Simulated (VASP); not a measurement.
# GaP (F-43m) in VASP: further runs, part 2 of 2

VASP 6.6.1. The steps go on from the part before.

## Step 3: Single point, LDA

Input file INCAR:

```
SYSTEM = GaP
PREC     = Accurate       ! precision mode
ENCUT    = 520            ! plane-wave cutoff, eV
EDIFF    = 1E-7           ! SCF threshold, eV
ISMEAR   = -1             ! smearing method
SIGMA    = 0.05           ! smearing width, eV
LREAL    = .FALSE.        ! projectors in reciprocal space
LASPH    = .TRUE.         ! aspherical terms in the spheres
NELM     = 80             ! most SCF steps
ALGO     = Normal         ! electronic algorithm
ISIF     = 2              ! what is computed and relaxed
LWAVE    = .FALSE.        ! write WAVECAR
LCHARG   = .FALSE.        ! write CHGCAR
NBANDS   = 16             ! bands
```

Input file KPOINTS:

```
regular mesh
0
G
  10 10 10
  0 0 0
```

Input file POSCAR:

```
GaP
1.0
    0.0000000000      2.7252500000      2.7252500000
    2.7252500000      0.0000000000      2.7252500000
    2.7252500000      2.7252500000      0.0000000000
Ga P
1 1
Direct
    0.0000000000      0.0000000000      0.0000000000
    0.7500000000      0.7500000000      0.7500000000
```

Potentials or basis: VASP PAW LDA potentials, release 64 (Ga_d, P).

On the command line:

```console
$ cat potpaw_LDA.64/Ga_d/POTCAR potpaw_LDA.64/P/POTCAR > POTCAR
$ mpirun -np 1 vasp_std > vasp.out
```

OUTCAR:

```text
SYSTEM = GaP
   PREC = Accurate
   ENCUT = 520
   EDIFF = 1E-7
   ISMEAR = -1
   LREAL = .FALSE.
   LASPH = .TRUE.
   NELM = 80
   ISIF = 2

 ion  position               nearest neighbor table
   1  0.000  0.000  0.000-   2 2.36   2 2.36   2 2.36   2 2.36
   2  0.750  0.750  0.750-   1 2.36   1 2.36   1 2.36   1 2.36

  LATTYP: Found a face centered cubic cell.
 ALAT       =     5.4505000000

  Lattice vectors:

 A1 = (   0.0000000000,   2.7252500000,   2.7252500000)
 A2 = (   2.7252500000,   0.0000000000,   2.7252500000)
 A3 = (   2.7252500000,   2.7252500000,   0.0000000000)

Analysis of symmetry for initial positions (statically):
=====================================================================
 Subroutine PRICEL returns:
 Original cell was already a primitive cell.

 Routine SETGRP: Setting up the symmetry group for a
 face centered cubic supercell.

 Subroutine GETGRP returns: Found 24 space group operations
 (whereof 24 operations were pure point group operations)
 out of a pool of 48 trial point group operations.

The static configuration has the point symmetry T_d .

Analysis of symmetry for dynamics (positions and initial velocities):
=====================================================================
 Subroutine PRICEL returns:
 Original cell was already a primitive cell.

 Routine SETGRP: Setting up the symmetry group for a
 face centered cubic supercell.

 Subroutine GETGRP returns: Found 24 space group operations
 (whereof 24 operations were pure point group operations)
 out of a pool of 48 trial point group operations.

The dynamic configuration has the point symmetry T_d .

 Subroutine INISYM returns: Found 24 space group operations
 (whereof 24 operations are pure point group operations),
 and found     1 'primitive' translations

----------------------------------------------------------------------------------------

                                     Primitive cell

  volume of cell :      40.4808

  direct lattice vectors                    reciprocal lattice vectors
     0.000000000  2.725250000  2.725250000    -0.183469406  0.183469406  0.183469406
     2.725250000  0.000000000  2.725250000     0.183469406 -0.183469406  0.183469406
     2.725250000  2.725250000  0.000000000     0.183469406  0.183469406 -0.183469406

  length of vectors
     3.854085511  3.854085511  3.854085511     0.317778334  0.317778334  0.317778334

  position of ions in fractional coordinates (direct lattice)
     0.000000000  0.000000000  0.000000000
     0.750000000  0.750000000  0.750000000

  ion indices of the primitive-cell ions
   primitive index   ion index
                 1           1
                 2           2

----------------------------------------------------------------------------------------

 KPOINTS: regular mesh

Automatic generation of k-mesh.
 Grid dimensions read from file:
 generate k-points for:   10   10   10

 Generating k-lattice:

  Cartesian coordinates                     Fractional coordinates (reciprocal lattice)
    -0.018346941  0.018346941  0.018346941     0.100000000  0.000000000  0.000000000
     0.018346941 -0.018346941  0.018346941     0.000000000  0.100000000  0.000000000
     0.018346941  0.018346941 -0.018346941     0.000000000  0.000000000  0.100000000

  Length of vectors
     0.031777833  0.031777833  0.031777833

  Shift w.r.t. Gamma in fractional coordinates (k-lattice)
     0.000000000  0.000000000  0.000000000

 Subroutine IBZKPT returns following result:
 ===========================================

 Found     47 irreducible k-points:

 Following reciprocal coordinates:
            Coordinates               Weight
  0.000000  0.000000  0.000000      1.000000
  0.100000  0.000000  0.000000      8.000000
  0.200000  0.000000  0.000000      8.000000
  0.300000  0.000000  0.000000      8.000000
  0.400000  0.000000  0.000000      8.000000
  0.500000  0.000000  0.000000      4.000000
[... 16 lines left out ...]
  0.300000  0.300000  0.000000      6.000000
  0.400000  0.300000  0.000000     24.000000
 [... further k-points ...]
   k-points           NKPTS =     47   k-points in BZ     NKDIM =     47   number of bands    NBANDS=     16
   number of dos      NEDOS =    301   number of ions     NIONS =      2
   total plane-waves  NPLWV =  27000
   dimension x,y,z NGX =    30 NGY =   30 NGZ =   30
   dimension x,y,z NGXF=    60 NGYF=   60 NGZF=   60
   ions per type =               1   1
   NGX,Y,Z   is equivalent  to a cutoff of  12.94, 12.94, 12.94 a.u.
   NGXF,Y,Z  is equivalent  to a cutoff of  25.88, 25.88, 25.88 a.u.
 SYSTEM =  GaP
   PREC   = accura    normal or accurate (medium, high low for compatibility)
   ISTART =      0    job   : 0-new  1-cont  2-samecut
   ICHARG =      2    charge: 1-file 2-atom 10-const
   ISPIN  =      1    spin polarized calculation?
   LNONCOLLINEAR =      F non collinear calculations
   LSORBIT =      F    spin-orbit coupling
   LASPH  =      T    aspherical Exc in radial PAW
   ENCUT  =  520.0 eV  38.22 Ry    6.18 a.u.   7.17  7.17  7.17*2*pi/ulx,y,z
   NELM   =     80;   NELMIN=  2; NELMDL= -5     # of ELM steps
   EDIFF  = 0.1E-06   stopping-criterion for ELM
   LREAL  =      F    real-space projection
   EDIFFG = 0.1E-05   stopping-criterion for IOM
   NSW    =      0    number of steps for IOM
   IBRION =     -1    ionic relax: 0-MD 1-quasi-New 2-CG
   NFREE  =      0    steps in history (QN), initial steepest desc. (CG)
   ISIF   =      2    stress and relaxation
   ISYM   =      2    0-nonsym 1-usesym 2-fastsym
   POTIM  = 0.5000    time-step for ionic-motion
   TEBEG  =    0.0;   TEEND  =   0.0 temperature during run
   PSTRESS=    0.0 pullay stress
   NELECT =      18.0000    total number of electrons
   NUPDOWN=      -1.0000    fix difference up-down
   EMIN   =  10.00;   EMAX   =-10.00  energy-range for DOS
   EFERMI =   0.00;   METHOD = LEGACY
   ISMEAR =    -1;   SIGMA  =   0.05  broadening in eV -4-tet -1-fermi 0-gaus
   EFERMI_NEDOS =   21; number of points for ismear=-14 and -15
   IALGO  =     38    algorithm
   IMIX   =      4    mixing-type and parameters
     AMIX     =   0.40;   BMIX     =  1.00
     AMIX_MAG =   1.60;   BMIX_MAG =  1.00
  volume/ion in A,a.u.               =      20.24       136.59
  Fermi-wavevector in a.u.,A,eV,Ry     =   1.249538  2.361284 21.243377  1.561344
  Thomas-Fermi vector in A             =   2.383574
   LORBIT       =      0    0 simple, 1 ext, 2 COOP (PROOUT), +10 PAW based schemes
   GGA     = CA    functional components
   LHFCALC =     F    Hartree Fock is set to
   AEXX    =    0.0000 exact exchange contribution
   IVDW    =     0    specifies the selected vdW correction
   LEPSILON=     F    determine dielectric tensor
   LRPA    =     F    only Hartree local field effects (RPA)
 non-spin polarized calculation
  energy-cutoff  :      520.00
  volume of cell :       40.48
 maximum number of plane-waves:      1106
 NGX is ok and might be reduce to    30
   NGX = 15   NGY = 15   NGZ = 15

 number of electron      17.9999989 magnetization

 Free energy of the ion-electron system (eV)
  ---------------------------------------------------
  ext. energy  EPLUGINS =         0.00000000
  ---------------------------------------------------
  free energy    TOTEN  =       -10.44258192 eV

  energy without entropy =      -10.44258191  energy(sigma->0) =      -10.44258191

 E-fermi :   5.2107     XC(G=0): -10.1644

 val. band max:        4.5038101330   @ k =   0.0000   0.0000   0.0000
 cond. band min:       5.9586214476   @ k =   0.4000   0.4000   0.0000
 fundamental gap:      1.4548113146
 Fermi energy:         5.2107422883

 k-point     1 :       0.0000    0.0000    0.0000
  band No.  band energies     occupation
      1     -10.1997      2.00000
      2     -10.1997      2.00000
      3     -10.1997      2.00000
      4     -10.1016      2.00000
      5     -10.1016      2.00000
      6      -8.0054      2.00000
[... 8 lines left out ...]
     15      14.3019      0.00000
     16      14.3019      0.00000
[... 419 lines left out ...]
 k-point    24 :       0.4000    0.3000    0.0000
  band No.  band energies     occupation
      1     -10.2899      2.00000
      2     -10.1528      2.00000
      3     -10.1507      2.00000
      4     -10.1260      2.00000
      5     -10.0854      2.00000
      6      -6.0148      2.00000
[... 8 lines left out ...]
     15      16.2973      0.00000
     16      18.0914      0.00000

 [... further k-points ...]

------------------------ aborting loop because EDIFF is reached ----------------------------------------

  FORCE on cell =-STRESS in cart. coord.  units (eV):
  Direction    XX          YY          ZZ          XY          YZ          ZX
  --------------------------------------------------------------------------------------
  -------------------------------------------------------------------------------------
  Total       -0.6655681     -0.6655681     -0.6655681      0.0000000      0.0000000     -0.0000000
  in kB      -26.3423227    -26.3423227    -26.3423227      0.0000000      0.0000000     -0.0000000
  external PRESSURE =     -26.3423227 kB  Pullay stress =       0.0000000 kB

 VOLUME and BASIS-vectors are now :
 -----------------------------------------------------------------------------
  energy-cutoff  :      520.00
  volume of cell :       40.48
      direct lattice vectors                 reciprocal lattice vectors
     0.000000000  2.725250000  2.725250000    -0.183469406  0.183469406  0.183469406
     2.725250000  0.000000000  2.725250000     0.183469406 -0.183469406  0.183469406
     2.725250000  2.725250000  0.000000000     0.183469406  0.183469406 -0.183469406

 POSITION                                       TOTAL-FORCE (eV/Angst)
 -----------------------------------------------------------------------------------
      0.00000      0.00000      0.00000        -0.000000     -0.000000     -0.000000
      4.08788      4.08788      4.08788         0.000000      0.000000      0.000000
 -----------------------------------------------------------------------------------
    total drift:                               -0.000000     -0.000000     -0.000000

  FREE ENERGIE OF THE ION-ELECTRON SYSTEM (eV)
  ---------------------------------------------------
  free  energy   TOTEN  =       -10.4425819177 eV

  energy  without entropy=      -10.4425819081  energy(sigma->0) =      -10.44258191
```

Wall time 30 s (1 thread of AMD EPYC 7R43 (Zen 3), shared host); peak memory 0.13 GiB.

What came out:

```
Free energy            : -10.4426 eV
Pressure               : -2.6 GPa
Band gap on the k mesh : 1.45 eV, indirect (least direct gap 1.64 eV)
```

Levels at points of the mesh, in eV from the valence-band top:
```tsv
k point	band 7	band 8	band 9	band 10	band 11	band 12
(0.00, 0.00, 0.00)	0.00	0.00	0.00	1.64	3.79	3.79
(0.50, 0.00, 0.00)	-6.71	-1.13	-1.13	1.52	4.63	4.63
(0.50, 0.50, 0.00)	-6.84	-2.71	-2.71	1.50	1.68	10.45
```

## Step 4: Single point, LDA

Input file INCAR:

```
ALGO = Normal
EDIFF = 1E-6
ENCUT = 520
GGA = CA
ISIF = 2
ISMEAR = -1
LASPH = T
LCHARG = F
LREAL = F
LWAVE = F
NBANDS = 16
NELM = 80
PREC = Accurate
SIGMA = 0.05
```

Input file KPOINTS:

```
k-points
0
Gamma
  12 12 12
```

POSCAR is that of step 3.

Potentials or basis: VASP PAW LDA potentials, release 64 (Ga_d, P).

On the command line:

```console
$ cat potpaw_LDA.64/Ga_d/POTCAR potpaw_LDA.64/P/POTCAR > POTCAR
$ mpirun -np 1 vasp_std > vasp.out
```

OUTCAR:

```text
EDIFF = 1E-6
   ENCUT = 520
   GGA = CA
   ISIF = 2
   ISMEAR = -1
   LASPH = T
   LREAL = F
   NELM = 80
   PREC = Accurate

 ion  position               nearest neighbor table
   1  0.000  0.000  0.000-   2 2.36   2 2.36   2 2.36   2 2.36
   2  0.750  0.750  0.750-   1 2.36   1 2.36   1 2.36   1 2.36

  LATTYP: Found a face centered cubic cell.
 ALAT       =     5.4505000000

  Lattice vectors:

 A1 = (   0.0000000000,   2.7252500000,   2.7252500000)
[... 191 lines left out ...]
      6      -8.0058      2.00000
[... 433 lines left out ...]
      3     -10.1652      2.00000
      4     -10.1011      2.00000
      5     -10.0955      2.00000
      6      -5.7009      2.00000
[... 8 lines left out ...]
     15      14.8067      0.00000
     16      16.3306      0.00000

 [... further k-points ...]
[... 5 lines left out ...]
  --------------------------------------------------------------------------------------
  -------------------------------------------------------------------------------------
  Total       -0.6744595     -0.6744595     -0.6744595     -0.0000000      0.0000000      0.0000000
  in kB      -26.6942329    -26.6942329    -26.6942329     -0.0000000      0.0000000      0.0000000
  external PRESSURE =     -26.6942329 kB  Pullay stress =       0.0000000 kB

 VOLUME and BASIS-vectors are now :
 -----------------------------------------------------------------------------
  energy-cutoff  :      520.00
  volume of cell :       40.48
      direct lattice vectors                 reciprocal lattice vectors
     0.000000000  2.725250000  2.725250000    -0.183469406  0.183469406  0.183469406
     2.725250000  0.000000000  2.725250000     0.183469406 -0.183469406  0.183469406
     2.725250000  2.725250000  0.000000000     0.183469406  0.183469406 -0.183469406

 POSITION                                       TOTAL-FORCE (eV/Angst)
 -----------------------------------------------------------------------------------
      0.00000      0.00000      0.00000        -0.000000     -0.000000     -0.000000
      4.08788      4.08788      4.08788         0.000000      0.000000      0.000000
 -----------------------------------------------------------------------------------
    total drift:                               -0.000000     -0.000000     -0.000000

  FREE ENERGIE OF THE ION-ELECTRON SYSTEM (eV)
  ---------------------------------------------------
  free  energy   TOTEN  =       -10.4430133551 eV

  energy  without entropy=      -10.4430133473  energy(sigma->0) =      -10.44301335
```

OSZICAR:

```text
N       E                     dE             d eps       ncg     rms          rms(c)
DAV:   1     0.798674354791E+02    0.79867E+02   -0.90913E+03  2376   0.162E+03
DAV:   2    -0.435350812554E+01   -0.84221E+02   -0.80060E+02  2640   0.312E+02
DAV:   3    -0.106562668438E+02   -0.63028E+01   -0.62808E+01  2896   0.658E+01
DAV:   4    -0.107593042034E+02   -0.10304E+00   -0.10301E+00  2896   0.910E+00
DAV:   5    -0.107613546692E+02   -0.20505E-02   -0.20503E-02  2928   0.113E+00    0.431E+00
DAV:   6    -0.104945852575E+02    0.26677E+00   -0.36068E-01  3600   0.102E+01    0.277E+00
DAV:   7    -0.104478258877E+02    0.46759E-01   -0.81999E-02  3112   0.198E+00    0.104E+00
DAV:   8    -0.104430386329E+02    0.47873E-02   -0.11116E-02  2728   0.116E+00    0.184E-01
DAV:   9    -0.104430057068E+02    0.32926E-04   -0.99005E-04  3424   0.412E-01    0.652E-02
DAV:  10    -0.104430072653E+02   -0.15585E-05   -0.51357E-05  3336   0.787E-02    0.286E-02
DAV:  11    -0.104430135861E+02   -0.63208E-05   -0.89755E-06  2864   0.446E-02    0.757E-03
DAV:  12    -0.104430133551E+02    0.23104E-06   -0.48810E-07  2040   0.743E-03
   1 F= -.10443013E+02 E0= -.10443013E+02  d E =-.773649E-08
```

stdout:

```text
POSCAR found type information on POSCAR GaP
 POSCAR found :  2 types and       2 ions
 scaLAPACK will be used
 LDA part: xc-table for (Slater(with rela. corr.)+CA(PZ))
 , standard interpolation
 POSCAR, INCAR and KPOINTS ok, starting setup
 FFT: planning ... GRIDC
 FFT: planning ... GRID_SOFT
 FFT: planning ... GRID
 WAVECAR not read
 entering main loop
```

It took 40 s on 1 thread of AMD EPYC 7R43 (Zen 3), shared host; peak memory 0.14 GiB.

Results:

```
Free energy            : -10.4430 eV
Pressure               : -2.7 GPa
Band gap on the k mesh : 1.44 eV, indirect (least direct gap 1.64 eV)
```

## Step 5: Single point, LDA (volume scaled by 0.94)

Input file INCAR:

```
SYSTEM = GaP
PREC = Accurate ; ENCUT = 520
EDIFF = 1E-7 ; ISMEAR = -1
SIGMA = 0.05 ; LREAL = .False.
LASPH = .True. ; NELM = 60
ALGO = Normal ; ISIF = 2
LWAVE = .False. ; LCHARG = .False.
GGA = CA ; NBANDS = 16
```

Input file KPOINTS:

```
regular mesh
0
Gamma
  8 8 8
  0 0 0
```

Input file POSCAR:

```
GaP
1.0
    0.0000000000      2.6696170428      2.6696170428
    2.6696170428      0.0000000000      2.6696170428
    2.6696170428      2.6696170428      0.0000000000
Ga P
1 1
Direct
    0.0000000000      0.0000000000      0.0000000000
    0.7500000000      0.7500000000      0.7500000000
```

On the command line:

```console
$ cat potpaw_LDA.64/Ga_d/POTCAR potpaw_LDA.64/P/POTCAR > POTCAR
$ mpirun -np 1 vasp_std > vasp.out
```

Run time: 11 s. Hardware: 1 thread of Intel Xeon Platinum 8488C (Sapphire Rapids), shared host; peak memory 0.14 GiB.

Results (log left out):

| Quantity | Value |
| --- | --- |
| Free energy | -10.4402 eV |
| Pressure | 2.9 GPa |
| Band gap on the k mesh | 1.37 eV, indirect (least direct gap 2.16 eV) |

Levels at points of the mesh, in eV from the valence-band top:
```
           k point  band 6  band 7  band 8  band 9  band 10  band 11  band 12  band 13
(0.00, 0.00, 0.00)  -12.99    0.00    0.00    0.00     2.16     3.77     3.77     3.77
(0.50, 0.00, 0.00)  -10.70   -7.08   -1.22   -1.22     1.71     4.61     4.61     8.15
(0.50, 0.50, 0.00)   -9.69   -7.14   -2.93   -2.93     1.37     1.62    10.92    10.92
```

## Step 6: Summary

| cell | k mesh | gap on the mesh (eV) | pressure (GPa) |
| --- | --- | --- | --- |
| a = 3.854 Å, angles 60.0°, 2 atoms | 8 × 8 × 8 | 1.49 | -2.6 |
| a = 3.854 Å, angles 60.0°, 2 atoms | 10 × 10 × 10 | 1.45 | -2.6 |
| a = 3.854 Å, angles 60.0°, 2 atoms | 12 × 12 × 12 | 1.44 | -2.7 |
| a = 3.775 Å, angles 60.0°, 2 atoms | 8 × 8 × 8 | 1.37 | 2.9 |

Alike in all rows: task single point; level LDA; potentials or basis VASP PAW LDA potentials, release 64 (Ga_d, P); no spin polarisation; cutoff (eV) 520; smearing fermi-dirac 0.05 eV.

On the cell as given the gap runs from 1.44 eV (LDA) to 1.49 eV (LDA); the meshes differ, which moves gaps too.

Total energies depend on the potentials used, so only differences within one code and one set of settings carry meaning.

## Step 7: How close it comes

Step 2. Measured gap of GaP: 2.34 eV (indirect; 10 K; quoted in “Stacking defects in GaP nanowires: Electronic structure and optical properties”, 2018, arxiv:1810.01194). This calculation gives 1.49 eV (-0.85 eV). Spin-orbit coupling on Ga is left out. The value is that of LDA on a finite k mesh, which can miss the band edges, without temperature or zero-point motion. Semilocal functionals fall short of measured gaps as a rule.

Step 3. A measured gap of GaP is 2.34 eV (indirect; 10 K; quoted in “Stacking defects in GaP nanowires: Electronic structure and optical properties”, 2018, arxiv:1810.01194); the calculated 1.45 eV misses it by -0.89 eV. Spin-orbit coupling on Ga is left out. The value is that of LDA on a finite k mesh, which can miss the band edges, without temperature or zero-point motion. Semilocal functionals fall short of measured gaps as a rule.

Step 4. Measured gap of GaP: 2.34 eV (indirect; 10 K; quoted in “Stacking defects in GaP nanowires: Electronic structure and optical properties”, 2018, arxiv:1810.01194). This calculation gives 1.44 eV (-0.90 eV). Spin-orbit coupling on Ga is left out. The value is that of LDA on a finite k mesh, which can miss the band edges, without temperature or zero-point motion. Semilocal functionals fall short of measured gaps as a rule.
